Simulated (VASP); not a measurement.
# Mo (Im-3m) in VASP: single point with PBE

Aim: the single point of Mo with PBE.

Everything below comes from runs of VASP 6.6.1. Logs are shortened: lines on timing, memory, paths and dates and some standing lists are left out, and cuts for length are marked.

### 1 The cell of the first run

The structure is cubic, space group Im-3m (No. 229). Conventional cell: a = 3.168 Å, b = 3.168 Å, c = 3.168 Å, α = 90.00°, β = 90.00°, γ = 90.00°. Mo (site symmetry m-3m) has 14 Mo at 2.74 to 3.17 Å within 3.6 Å.

### 2 Single point, PBE

Contents of INCAR:

```
  PREC = Accurate
  ENCUT = 520
  EDIFF = 1E-6
  ISMEAR = 1
  SIGMA = 0.1
  LREAL = False
  LASPH = True
  NELM = 80
  ALGO = Normal
  ISIF = 2
  LWAVE = False
  LCHARG = True
  GGA = PE
  LELF = True
  LVHAR = True
  NBANDS = 13
```

Contents of KPOINTS:

```
regular mesh
0
Gamma
  22 22 22
```

Contents of POSCAR:

```
Mo
1.0
   -1.5838089719      1.5838089719      1.5838089719
    1.5838089719     -1.5838089719      1.5838089719
    1.5838089719      1.5838089719     -1.5838089719
Mo
1
Direct
    0.0000000000      0.0000000000      0.0000000000
```

Potentials or basis: VASP PAW PBE potentials, release 64 (Mo_sv).

Started as:

```
> cat potpaw_PBE.64/Mo_sv/POTCAR > POTCAR
> mpirun -np 1 vasp_std > vasp.out
```

OUTCAR:

```text
PREC = Accurate
   ENCUT = 520
   EDIFF = 1E-6
   ISMEAR = 1
   LREAL = False
   LASPH = True
   NELM = 80
   ISIF = 2
   GGA = PE

 ion  position               nearest neighbor table
   1  0.000  0.000  0.000-

  LATTYP: Found a body centered cubic cell.
 ALAT       =     3.1676179438

  Lattice vectors:

 A1 = (  -1.5838089719,   1.5838089719,   1.5838089719)
 A2 = (   1.5838089719,  -1.5838089719,   1.5838089719)
 A3 = (   1.5838089719,   1.5838089719,  -1.5838089719)

Analysis of symmetry for initial positions (statically):
=====================================================================
 Subroutine PRICEL returns:
 Original cell was already a primitive cell.

 Routine SETGRP: Setting up the symmetry group for a
 body centered cubic supercell.

 Subroutine GETGRP returns: Found 48 space group operations
 (whereof 48 operations were pure point group operations)
 out of a pool of 48 trial point group operations.

The static configuration has the point symmetry O_h .

Analysis of symmetry for dynamics (positions and initial velocities):
=====================================================================
 Subroutine PRICEL returns:
 Original cell was already a primitive cell.

 Routine SETGRP: Setting up the symmetry group for a
 body centered cubic supercell.

 Subroutine GETGRP returns: Found 48 space group operations
 (whereof 48 operations were pure point group operations)
 out of a pool of 48 trial point group operations.

The dynamic configuration has the point symmetry O_h .

 Subroutine INISYM returns: Found 48 space group operations
 (whereof 48 operations are pure point group operations),
 and found     1 'primitive' translations

----------------------------------------------------------------------------------------

                                     Primitive cell

  volume of cell :      15.8916

  direct lattice vectors                    reciprocal lattice vectors
    -1.583808972  1.583808972  1.583808972     0.000000000  0.315694638  0.315694638
     1.583808972 -1.583808972  1.583808972     0.315694638  0.000000000  0.315694638
     1.583808972  1.583808972 -1.583808972     0.315694638  0.315694638  0.000000000

  length of vectors
     2.743237609  2.743237609  2.743237609     0.446459639  0.446459639  0.446459639

  position of ions in fractional coordinates (direct lattice)
     0.000000000  0.000000000  0.000000000

  ion indices of the primitive-cell ions
   primitive index   ion index
                 1           1

----------------------------------------------------------------------------------------

 KPOINTS: regular mesh

Automatic generation of k-mesh.
 Grid dimensions read from file:
 generate k-points for:   22   22   22

 Generating k-lattice:

  Cartesian coordinates                     Fractional coordinates (reciprocal lattice)
     0.000000000  0.014349756  0.014349756     0.045454545  0.000000000  0.000000000
     0.014349756  0.000000000  0.014349756     0.000000000  0.045454545  0.000000000
     0.014349756  0.014349756  0.000000000     0.000000000  0.000000000  0.045454545

  Length of vectors
     0.020293620  0.020293620  0.020293620

  Shift w.r.t. Gamma in fractional coordinates (k-lattice)
     0.000000000  0.000000000  0.000000000

 Subroutine IBZKPT returns following result:
 ===========================================

 Found    328 irreducible k-points:

 Following reciprocal coordinates:
            Coordinates               Weight
  0.000000  0.000000  0.000000      1.000000
  0.045455  0.000000  0.000000     12.000000
  0.090909  0.000000  0.000000     12.000000
  0.136364  0.000000  0.000000     12.000000
  0.181818  0.000000  0.000000     12.000000
  0.227273  0.000000  0.000000     12.000000
[... 16 lines left out ...]
  0.090909  0.090909  0.000000     24.000000
  0.136364  0.090909 -0.000000     48.000000
 [... further k-points ...]
   k-points           NKPTS =    328   k-points in BZ     NKDIM =    328   number of bands    NBANDS=     13
   number of dos      NEDOS =    301   number of ions     NIONS =      1
   total plane-waves  NPLWV =   8000
   dimension x,y,z NGX =    20 NGY =   20 NGZ =   20
   dimension x,y,z NGXF=    40 NGYF=   40 NGZF=   40
   ions per type =               1
   NGX,Y,Z   is equivalent  to a cutoff of  12.12, 12.12, 12.12 a.u.
   NGXF,Y,Z  is equivalent  to a cutoff of  24.24, 24.24, 24.24 a.u.
 SYSTEM =  unknown system
   PREC   = accura    normal or accurate (medium, high low for compatibility)
   ISTART =      0    job   : 0-new  1-cont  2-samecut
   ICHARG =      2    charge: 1-file 2-atom 10-const
   ISPIN  =      1    spin polarized calculation?
   LNONCOLLINEAR =      F non collinear calculations
   LSORBIT =      F    spin-orbit coupling
   LASPH  =      T    aspherical Exc in radial PAW
   ENCUT  =  520.0 eV  38.22 Ry    6.18 a.u.   5.10  5.10  5.10*2*pi/ulx,y,z
   NELM   =     80;   NELMIN=  2; NELMDL= -5     # of ELM steps
   EDIFF  = 0.1E-05   stopping-criterion for ELM
   LREAL  =      F    real-space projection
   EDIFFG = 0.1E-04   stopping-criterion for IOM
   NSW    =      0    number of steps for IOM
   IBRION =     -1    ionic relax: 0-MD 1-quasi-New 2-CG
   NFREE  =      0    steps in history (QN), initial steepest desc. (CG)
   ISIF   =      2    stress and relaxation
   ISYM   =      2    0-nonsym 1-usesym 2-fastsym
   POTIM  = 0.5000    time-step for ionic-motion
   TEBEG  =    0.0;   TEEND  =   0.0 temperature during run
   PSTRESS=    0.0 pullay stress
   NELECT =      14.0000    total number of electrons
   NUPDOWN=      -1.0000    fix difference up-down
   EMIN   =  10.00;   EMAX   =-10.00  energy-range for DOS
   EFERMI =   0.00;   METHOD = LEGACY
   ISMEAR =     1;   SIGMA  =   0.10  broadening in eV -4-tet -1-fermi 0-gaus
   EFERMI_NEDOS =   21; number of points for ismear=-14 and -15
   IALGO  =     38    algorithm
   IMIX   =      4    mixing-type and parameters
     AMIX     =   0.40;   BMIX     =  1.00
     AMIX_MAG =   1.60;   BMIX_MAG =  1.00
  volume/ion in A,a.u.               =      15.89       107.24
  Fermi-wavevector in a.u.,A,eV,Ry     =   1.569380  2.965698 33.510508  2.462953
  Thomas-Fermi vector in A             =   2.671271
   LORBIT       =      0    0 simple, 1 ext, 2 COOP (PROOUT), +10 PAW based schemes
   GGA     = PE    functional components
   LHFCALC =     F    Hartree Fock is set to
   AEXX    =    0.0000 exact exchange contribution
   IVDW    =     0    specifies the selected vdW correction
   LEPSILON=     F    determine dielectric tensor
   LRPA    =     F    only Hartree local field effects (RPA)
 non-spin polarized calculation
 Methfessel and Paxton  Order N= 1 SIGMA  =   0.10
  energy-cutoff  :      520.00
  volume of cell :       15.89
 maximum number of plane-waves:       442
   NGX = 11   NGY = 11   NGZ = 11

 number of electron      14.0000005 magnetization

 Free energy of the ion-electron system (eV)
  ---------------------------------------------------
  ext. energy  EPLUGINS =         0.00000000
  ---------------------------------------------------
  free energy    TOTEN  =       -10.93368245 eV

  energy without entropy =      -10.93350385  energy(sigma->0) =      -10.93362292

 E-fermi :  12.3035     XC(G=0): -13.2977

 val. band max:       12.2969852015   @ k =  -0.3636   0.4091   0.2727
 cond. band min:      12.3036414354   @ k =  -0.2727   0.3636   0.1818
 fundamental gap:      0.0066562339
 Fermi energy:        12.3034877697

 k-point     1 :       0.0000    0.0000    0.0000
  band No.  band energies     occupation
      1     -48.9500      2.00000
      2     -22.2532      2.00000
      3     -22.2532      2.00000
      4     -22.2532      2.00000
      5       5.1490      2.00000
      6      10.9971      2.00000
      7      10.9971      2.00000
      8      10.9971      2.00000
      9      13.9617     -0.00000
     10      13.9617     -0.00000
     11      27.1362      0.00000
     12      27.1362      0.00000
     13      27.1362      0.00000

 k-point     2 :       0.0455    0.0000    0.0000
  band No.  band energies     occupation
      1     -48.9451      2.00000
      2     -22.2820      2.00000
      3     -22.2622      2.00000
      4     -22.2534      2.00000
      5       5.2395      2.00000
      6      10.9461      2.00000
      7      10.9895      2.00000
      8      11.0811      2.00000
      9      13.8848     -0.00000
     10      13.9630     -0.00000
     11      27.2046      0.00000
     12      27.2881      0.00000
     13      27.3138      0.00000

 k-point     3 :       0.0909    0.0000    0.0000
  band No.  band energies     occupation
      1     -48.9307      2.00000
      2     -22.3656      2.00000
      3     -22.2881      2.00000
      4     -22.2540      2.00000
      5       5.5027      2.00000
      6      10.8011      2.00000
      7      10.9583      2.00000
      8      11.3311      2.00000
      9      13.6958     -0.00000
     10      13.9690     -0.00000
     11      27.3823      0.00000
     12      27.7350      0.00000
     13      27.7846      0.00000
[... 305 lines left out ...]
 k-point    23 :       0.0909    0.0909    0.0000
  band No.  band energies     occupation
      1     -48.8951      2.00000
      2     -22.5683      2.00000
      3     -22.3270      2.00000
      4     -22.2812      2.00000
      5       6.1476      2.00000
      6      10.5613      2.00000
      7      10.6801      2.00000
      8      12.0520      2.00217
      9      13.3315     -0.00000
     10      14.0752     -0.00000
     11      27.8511      0.00000
     12      28.5025      0.00000
     13      28.7110      0.00000

 k-point    24 :       0.1364    0.0909   -0.0000
  band No.  band energies     occupation
      1     -48.8669      2.00000
      2     -22.7189      2.00000
      3     -22.3757      2.00000
      4     -22.2899      2.00000
      5       6.6368      2.00000
      6      10.3291      2.00000
      7      10.5234      2.00000
      8      12.6490     -0.00001
      9      13.1968     -0.00000
     10      14.1695     -0.00000
     11      28.0117      0.00000
     12      28.6929      0.00000
     13      29.3299      0.00000

 [... further k-points ...]

------------------------ aborting loop because EDIFF is reached ----------------------------------------

  FORCE on cell =-STRESS in cart. coord.  units (eV):
  Direction    XX          YY          ZZ          XY          YZ          ZX
  --------------------------------------------------------------------------------------
  -------------------------------------------------------------------------------------
  Total       -0.1150400     -0.1150400     -0.1150400     -0.0000000      0.0000000      0.0000000
  in kB      -11.5982158    -11.5982158    -11.5982158     -0.0000000      0.0000000      0.0000000
  external PRESSURE =     -11.5982158 kB  Pullay stress =       0.0000000 kB

 VOLUME and BASIS-vectors are now :
 -----------------------------------------------------------------------------
  energy-cutoff  :      520.00
  volume of cell :       15.89
      direct lattice vectors                 reciprocal lattice vectors
    -1.583808972  1.583808972  1.583808972     0.000000000  0.315694638  0.315694638
     1.583808972 -1.583808972  1.583808972     0.315694638  0.000000000  0.315694638
     1.583808972  1.583808972 -1.583808972     0.315694638  0.315694638  0.000000000

 POSITION                                       TOTAL-FORCE (eV/Angst)
 -----------------------------------------------------------------------------------
      0.00000      0.00000      0.00000         0.000000     -0.000000     -0.000000
 -----------------------------------------------------------------------------------
    total drift:                                0.000000     -0.000000      0.000000

  FREE ENERGIE OF THE ION-ELECTRON SYSTEM (eV)
  ---------------------------------------------------
  free  energy   TOTEN  =       -10.9336824519 eV

  energy  without entropy=      -10.9335038487  energy(sigma->0) =      -10.93362292
```

It took 17 s on 1 thread of Intel Xeon 6975P-C (Granite Rapids), shared host; peak memory 0.17 GiB.

What came out:

| Item | Value |
| --- | --- |
| Free energy | -10.9337 eV |
| Pressure | -1.2 GPa |
| Band gap on the k mesh | zero (band 7 reaches 16.22 eV, above the bottom of band 8 at 11.00 eV) |
